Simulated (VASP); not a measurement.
# Tl8HCl8 (a cell with a defect) in VASP: single point with PBE

Aim: the single point of Tl8HCl8 (a cell with a defect) with PBE.

All numbers are computed with VASP 6.6.1; they aren't measurements. Logs are shortened: lines on timing, memory, paths and dates and some standing lists are left out, and cuts for length are marked.

## 1. The cell of the first run

The cell holds a defect, 17 atoms: a = 7.795 Å, b = 7.795 Å, c = 7.795 Å, α = 90.00°, β = 90.00°, γ = 90.00°.

## 2. Single point, PBE

Input file INCAR:

```
PREC = Accurate
ENCUT = 520
EDIFF = 1E-7
ISMEAR = 0
SIGMA = 0.02
LREAL = Auto
LASPH = T
NELM = 60
ALGO = Normal
ISIF = 2
LWAVE = F
LCHARG = T
GGA = PE
LELF = T
LVHAR = T
NELECT = 162.0
NBANDS = 94
```

Input file KPOINTS:

```
Automatic mesh
0
Gamma
  2 2 2
  0.5 0.5 0.5
```

Input file POSCAR:

```
Tl8HCl8
1.0
    0.0000000000      0.0000000000      7.7949666903
   -7.7949666903      0.0000000000      0.0000000000
    0.0000000000     -7.7949666903      0.0000000000
Tl Cl H
8 8 1
Direct
   -0.0000750484      0.4424108706     -0.0013548486
    0.4999746830      0.5305649356      0.0009657514
    0.0005384244      0.5030248564      0.4970045613
    0.5005946985      0.5027254324      0.4972476669
   -0.2748836634      0.9993927248      0.0006100090
    0.2739807731      0.9994582799      0.0005470197
   -0.0000819760      1.0014112068      0.5575513242
    0.4999648048      0.9989764305      0.4694530644
    0.2509474482      0.2687793397      0.2718343880
    0.7501279008      0.2685098068      0.2719733238
    0.2578622950      0.2710554238      0.7290022172
    0.7426875867      0.2709500995      0.7290321083
    0.2466689181      0.7296123545      0.2702868510
    0.7544219538      0.7297101099      0.2703320083
    0.2509985068      0.7282521177      0.7311323097
    0.7501506077      0.7280164529      0.7315129399
   -0.0006647880      0.0240187043      0.9760054536
```

Potentials or basis: VASP PAW PBE potentials, release 64 (Tl_d, Cl, H).

Run with:

```console
$ cat potpaw_PBE.64/Tl_d/POTCAR potpaw_PBE.64/Cl/POTCAR potpaw_PBE.64/H/POTCAR > POTCAR
$ mpirun -np 1 vasp_std > vasp.out
```

OUTCAR:

```text
PREC = Accurate
   ENCUT = 520
   EDIFF = 1E-7
   ISMEAR = 0
   LREAL = Auto
   LASPH = T
   NELM = 60
   ISIF = 2
   GGA = PE
   NELECT = 162.0

 ion  position               nearest neighbor table
   1  1.000  0.442  0.999-  10 3.19   9 3.19  12 3.20  11 3.20   3 3.91   3 3.94   2 3.96   2 3.96
                             6 4.06   5 4.06
   2  0.500  0.531  0.001-  15 3.25  16 3.25  13 3.27  14 3.28   4 3.87   4 3.93   1 3.96   1 3.96
                             5 4.05   6 4.06
   3  0.001  0.503  0.497-  13 3.15  14 3.15  15 3.20   9 3.20  16 3.20  10 3.20  11 3.25  12 3.25
                             4 3.90   4 3.90   1 3.91   7 3.91   7 3.94   1 3.94
   4  0.501  0.503  0.497-  12 3.18  11 3.18  14 3.19  13 3.19  15 3.19   9 3.19  10 3.19  16 3.19
                             8 3.87   2 3.87   3 3.90   3 3.90   2 3.93   8 3.93
   5  0.725  0.999  0.001-  17 2.15  14 2.98  16 2.99  10 2.99  12 3.00   6 3.52   2 4.05   8 4.05
                             1 4.06   7 4.06
   6  0.274  0.999  0.001-  17 2.16  13 2.98   9 2.99  15 2.99  11 3.00   5 3.52   2 4.06   8 4.06
                             1 4.06   7 4.06
   7  1.000  0.001  0.558-  16 3.19  15 3.19  12 3.20  11 3.20   3 3.91   3 3.94   8 3.96   8 3.96
                             6 4.06   5 4.06
   8  0.500  0.999  0.469-   9 3.25  10 3.25  13 3.27  14 3.28   4 3.87   4 3.93   7 3.96   7 3.96
                             5 4.05   6 4.06
   9  0.251  0.269  0.272-   6 2.99   1 3.19   4 3.19   3 3.20   8 3.25
  10  0.750  0.269  0.272-   5 2.99   1 3.19   4 3.19   3 3.20   8 3.25
  11  0.258  0.271  0.729-   6 3.00   4 3.18   1 3.20   7 3.20   3 3.25
  12  0.743  0.271  0.729-   5 3.00   4 3.18   7 3.20   1 3.20   3 3.25
  13  0.247  0.730  0.270-   6 2.98   3 3.15   4 3.19   2 3.27   8 3.27
  14  0.754  0.730  0.270-   5 2.98   3 3.15   4 3.19   8 3.28   2 3.28
  15  0.251  0.728  0.731-   6 2.99   7 3.19   4 3.19   3 3.20   2 3.25
  16  0.750  0.728  0.732-   5 2.99   7 3.19   4 3.19   3 3.20   2 3.25
  17  0.999  0.024  0.976-   5 2.15   6 2.16

  LATTYP: Found a simple cubic cell.
 ALAT       =     7.7949666903

  Lattice vectors:

 A1 = (   0.0000000000,   0.0000000000,   7.7949666903)
 A2 = (  -7.7949666903,   0.0000000000,   0.0000000000)
 A3 = (   0.0000000000,  -7.7949666903,   0.0000000000)

Analysis of symmetry for initial positions (statically):
=====================================================================
 Subroutine PRICEL returns:
 Original cell was already a primitive cell.

 Routine SETGRP: Setting up the symmetry group for a
 simple cubic supercell.

 Subroutine GETGRP returns: Found  1 space group operations
 (whereof  1 operations were pure point group operations)
 out of a pool of 48 trial point group operations.

The static configuration has the point symmetry C_1 .

Analysis of symmetry for dynamics (positions and initial velocities):
=====================================================================
 Subroutine PRICEL returns:
 Original cell was already a primitive cell.

 Routine SETGRP: Setting up the symmetry group for a
 simple cubic supercell.

 Subroutine GETGRP returns: Found  1 space group operations
 (whereof  1 operations were pure point group operations)
 out of a pool of 48 trial point group operations.

The dynamic configuration has the point symmetry C_1 .

 Subroutine INISYM returns: Found  1 space group operations
 (whereof  1 operations are pure point group operations),
 and found     1 'primitive' translations

----------------------------------------------------------------------------------------

                                     Primitive cell

  volume of cell :     473.6339

  direct lattice vectors                    reciprocal lattice vectors
     0.000000000  0.000000000  7.794966690     0.000000000  0.000000000  0.128287912
    -7.794966690  0.000000000  0.000000000    -0.128287912  0.000000000  0.000000000
     0.000000000 -7.794966690  0.000000000     0.000000000 -0.128287912  0.000000000

  length of vectors
     7.794966690  7.794966690  7.794966690     0.128287912  0.128287912  0.128287912

  position of ions in fractional coordinates (direct lattice)
     0.999924952  0.442410871  0.998645151
     0.499974683  0.530564936  0.000965751
     0.000538424  0.503024856  0.497004561
     0.500594699  0.502725432  0.497247667
     0.725116337  0.999392725  0.000610009
     0.273980773  0.999458280  0.000547020
[... 9 lines left out ...]
     0.750150608  0.728016453  0.731512940
     0.999335212  0.024018704  0.976005454

  ion indices of the primitive-cell ions
   primitive index   ion index
                 1           1
                 2           2
                 3           3
                 4           4
                 5           5
                 6           6
[... 9 lines left out ...]
                16          16
                17          17

----------------------------------------------------------------------------------------

 KPOINTS: Automatic mesh

Automatic generation of k-mesh.
 Grid dimensions read from file:
 generate k-points for:    2    2    2

 Generating k-lattice:

  Cartesian coordinates                     Fractional coordinates (reciprocal lattice)
     0.000000000  0.000000000  0.064143956     0.500000000  0.000000000  0.000000000
    -0.064143956  0.000000000  0.000000000     0.000000000  0.500000000  0.000000000
     0.000000000 -0.064143956  0.000000000     0.000000000  0.000000000  0.500000000

  Length of vectors
     0.064143956  0.064143956  0.064143956

  Shift w.r.t. Gamma in fractional coordinates (k-lattice)
     0.500000000  0.500000000  0.500000000

 Subroutine IBZKPT returns following result:
 ===========================================

 Found      4 irreducible k-points:

 Following reciprocal coordinates:
            Coordinates               Weight
  0.250000  0.250000  0.250000      2.000000
 -0.250000  0.250000  0.250000      2.000000
 -0.250000 -0.250000  0.250000      2.000000
  0.250000 -0.250000  0.250000      2.000000
   k-points           NKPTS =      4   k-points in BZ     NKDIM =      4   number of bands    NBANDS=     94
   number of dos      NEDOS =    301   number of ions     NIONS =     17
   total plane-waves  NPLWV = 216000
   dimension x,y,z NGX =    60 NGY =   60 NGZ =   60
   dimension x,y,z NGXF=   120 NGYF=  120 NGZF=  120
   ions per type =               8   8   1
   NGX,Y,Z   is equivalent  to a cutoff of  12.80, 12.80, 12.80 a.u.
   NGXF,Y,Z  is equivalent  to a cutoff of  25.59, 25.59, 25.59 a.u.
 SYSTEM =  unknown system
   PREC   = accura    normal or accurate (medium, high low for compatibility)
   ISTART =      0    job   : 0-new  1-cont  2-samecut
   ICHARG =      2    charge: 1-file 2-atom 10-const
   ISPIN  =      1    spin polarized calculation?
   LNONCOLLINEAR =      F non collinear calculations
   LSORBIT =      F    spin-orbit coupling
   LASPH  =      T    aspherical Exc in radial PAW
   ENCUT  =  520.0 eV  38.22 Ry    6.18 a.u.  14.49 14.49 14.49*2*pi/ulx,y,z
   NELM   =     60;   NELMIN=  2; NELMDL= -5     # of ELM steps
   EDIFF  = 0.1E-06   stopping-criterion for ELM
   LREAL  =      T    real-space projection
   EDIFFG = 0.1E-05   stopping-criterion for IOM
   NSW    =      0    number of steps for IOM
   IBRION =     -1    ionic relax: 0-MD 1-quasi-New 2-CG
   NFREE  =      0    steps in history (QN), initial steepest desc. (CG)
   ISIF   =      2    stress and relaxation
   ISYM   =      2    0-nonsym 1-usesym 2-fastsym
   POTIM  = 0.5000    time-step for ionic-motion
   TEBEG  =    0.0;   TEEND  =   0.0 temperature during run
   PSTRESS=    0.0 pullay stress
   NELECT =     162.0000    total number of electrons
   NUPDOWN=      -1.0000    fix difference up-down
   EMIN   =  10.00;   EMAX   =-10.00  energy-range for DOS
   EFERMI =   0.00;   METHOD = LEGACY
   ISMEAR =     0;   SIGMA  =   0.02  broadening in eV -4-tet -1-fermi 0-gaus
   EFERMI_NEDOS =   21; number of points for ismear=-14 and -15
   IALGO  =     38    algorithm
   IMIX   =      4    mixing-type and parameters
     AMIX     =   0.40;   BMIX     =  1.00
     AMIX_MAG =   1.60;   BMIX_MAG =  1.00
  volume/ion in A,a.u.               =      27.86       188.01
  Fermi-wavevector in a.u.,A,eV,Ry     =   1.144895  2.163537 17.834300  1.310784
  Thomas-Fermi vector in A             =   2.281585
   LORBIT       =      0    0 simple, 1 ext, 2 COOP (PROOUT), +10 PAW based schemes
   GGA     = PE    functional components
   LHFCALC =     F    Hartree Fock is set to
   AEXX    =    0.0000 exact exchange contribution
   IVDW    =     0    specifies the selected vdW correction
   LEPSILON=     F    determine dielectric tensor
   LRPA    =     F    only Hartree local field effects (RPA)
 non-spin polarized calculation
 Gauss-broadening in eV      SIGMA  =   0.02
  energy-cutoff  :      520.00
  volume of cell :      473.63
 maximum number of plane-waves:     12728
 NGX is ok and might be reduce to    60
   NGX = 29   NGY = 29   NGZ = 29

 number of electron     161.9999977 magnetization

 Free energy of the ion-electron system (eV)
  ---------------------------------------------------
  ext. energy  EPLUGINS =         0.00000000
  ---------------------------------------------------
  free energy    TOTEN  =       -46.24231877 eV

  energy without entropy =      -46.24231877  energy(sigma->0) =      -46.24231877

 E-fermi :   3.2687     XC(G=0):  -8.9371

 val. band max:        3.1466997580   @ k =  -0.2500   0.2500   0.2500
 cond. band min:       5.4197936553   @ k =  -0.2500   0.2500   0.2500
 fundamental gap:      2.2730938973
 Fermi energy:         3.2686922743

 k-point     1 :       0.2500    0.2500    0.2500
  band No.  band energies     occupation
      1     -11.5039      2.00000
      2     -11.3754      2.00000
      3     -11.3327      2.00000
      4     -11.3039      2.00000
      5     -11.2574      2.00000
      6     -11.2173      2.00000
[... 85 lines left out ...]
     92       7.1838      0.00000
     93       7.5474      0.00000

 k-point     2 :      -0.2500    0.2500    0.2500
  band No.  band energies     occupation
      1     -11.5039      2.00000
      2     -11.3754      2.00000
      3     -11.3327      2.00000
      4     -11.3039      2.00000
      5     -11.2574      2.00000
      6     -11.2173      2.00000
[... 85 lines left out ...]
     92       7.1837      0.00000
     93       7.5475      0.00000

 k-point     3 :      -0.2500   -0.2500    0.2500
  band No.  band energies     occupation
      1     -11.5046      2.00000
      2     -11.3768      2.00000
      3     -11.3238      2.00000
      4     -11.3122      2.00000
      5     -11.2430      2.00000
      6     -11.2318      2.00000
[... 85 lines left out ...]
     92       7.1080      0.00000
     93       7.6345      0.00000

 k-point     4 :       0.2500   -0.2500    0.2500
  band No.  band energies     occupation
      1     -11.5046      2.00000
      2     -11.3769      2.00000
      3     -11.3237      2.00000
      4     -11.3122      2.00000
      5     -11.2430      2.00000
      6     -11.2318      2.00000
[... 85 lines left out ...]
     92       7.1080      0.00000
     93       7.6406      0.00000
 [bands above 93 left out]

------------------------ aborting loop because EDIFF is reached ----------------------------------------

  FORCE on cell =-STRESS in cart. coord.  units (eV):
  Direction    XX          YY          ZZ          XY          YZ          ZX
  --------------------------------------------------------------------------------------
  -------------------------------------------------------------------------------------
  Total       15.6499871     15.6502972     11.7681976     -0.0680111     -0.0039238      0.0070381
  in kB       52.9397365     52.9407856     39.8086768     -0.2300635     -0.0132731      0.0238080
  external PRESSURE =      48.5630663 kB  Pullay stress =       0.0000000 kB

 VOLUME and BASIS-vectors are now :
 -----------------------------------------------------------------------------
  energy-cutoff  :      520.00
  volume of cell :      473.63
      direct lattice vectors                 reciprocal lattice vectors
     0.000000000  0.000000000  7.794966690     0.000000000  0.000000000  0.128287912
    -7.794966690  0.000000000  0.000000000    -0.128287912  0.000000000  0.000000000
     0.000000000 -7.794966690  0.000000000     0.000000000 -0.128287912  0.000000000

 POSITION                                       TOTAL-FORCE (eV/Angst)
 -----------------------------------------------------------------------------------
     -3.44858     -7.78441      7.79438         0.006698     -0.004694      0.000165
     -4.13574     -0.00753      3.89729         0.007395     -0.008636      0.000259
     -3.92106     -3.87413      0.00420         0.004095     -0.004212      0.000208
     -3.91873     -3.87603      3.90212        -0.000057      0.000195      0.000527
     -7.79023     -0.00475      5.65226        -0.004446      0.004408     -0.014806
     -7.79074     -0.00426      2.13567        -0.004227      0.004275      0.013405
[... 9 lines left out ...]
     -5.67486     -5.70212      5.84740         0.006510      0.007447      0.012021
     -0.18722     -7.60793      7.78978        -0.008670      0.008675      0.000807
 -----------------------------------------------------------------------------------
    total drift:                                0.002516     -0.002623      0.001412

  FREE ENERGIE OF THE ION-ELECTRON SYSTEM (eV)
  ---------------------------------------------------
  free  energy   TOTEN  =       -46.2423187660 eV

  energy  without entropy=      -46.2423187660  energy(sigma->0) =      -46.24231877
```

It took 2.1 min on 1 thread of Intel Xeon 6975P-C (Granite Rapids), shared host; peak memory 0.52 GiB.

Results:

```
Free energy   : -46.2423 eV
Largest force : 0.018 eV/Å
```

Forces in eV/Å, atoms in the order of the input:
```
Tl   0.007 -0.005  0.000
Tl   0.007 -0.009  0.000
Tl   0.004 -0.004  0.000
Tl   0.000  0.000  0.001
Tl  -0.004  0.004 -0.015
Tl  -0.004  0.004  0.013
Tl   0.005 -0.007  0.000
Tl   0.009 -0.008  0.000
Cl  -0.007 -0.007 -0.012
Cl  -0.007 -0.007  0.012
Cl  -0.010  0.010 -0.010
Cl  -0.010  0.010  0.010
Cl   0.004 -0.004 -0.016
Cl   0.004 -0.004  0.016
Cl   0.007  0.007 -0.012
Cl   0.007  0.007  0.012
H   -0.009  0.009  0.001
```

Caveat: the cell carries a net charge on a neutralising background, which shifts energy and pressure; the cell is charged against a uniform background, so pressure and absolute levels hang on convention; spin-orbit coupling is left out, which moves the levels of the heavy elements.
